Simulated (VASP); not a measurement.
Runs of VASP 6.6.1 on Mg4I3. The structure is that of space group Pm-3m (No. 221), or close to it. The cells are those of the table. 

```csv
task,cell,k mesh,cutoff (eV),gap on the mesh (eV),pressure (GPa),relaxed volume (Å³/atom)
relaxation of cell and atoms,"relaxed from a = 5.490 Å, 7 atoms",4 × 4 × 4,600,none,0.0,(a)
single point,"a = 6.366 Å, 7 atoms",6 × 6 × 6,520,none,0.0,-
single point,"a = 6.341 Å, 7 atoms",4 × 4 × 4,520,none,0.1,-
single point,"a = 5.490 Å, 7 atoms",4 × 4 × 4,520,none,18.8,-
relaxation of cell and atoms,"relaxed from a = 6.341 Å, 7 atoms",6 × 6 × 6,600,none,0.0,36.75
```

Alike in all rows: level PBE; potentials or basis VASP PAW PBE potentials, release 64 (Mg, I); no spin polarisation; smearing gaussian 0.1 eV.

Question: Fill in the values left out.

Answer: (a) 36.81.

Caveats: spin-orbit coupling is left out, which moves the levels of the heavy elements; an odd number of electrons without spin polarisation forces a metal; a magnetic or distorted state may lie lower; the volume moved by over 15 % at a fixed basis, so the end points are rough (some runs).

A k mesh can miss the band edges, and the runs leave out spin-orbit coupling on I.

A gap of «none» marks levels without a gap at the run's occupations.
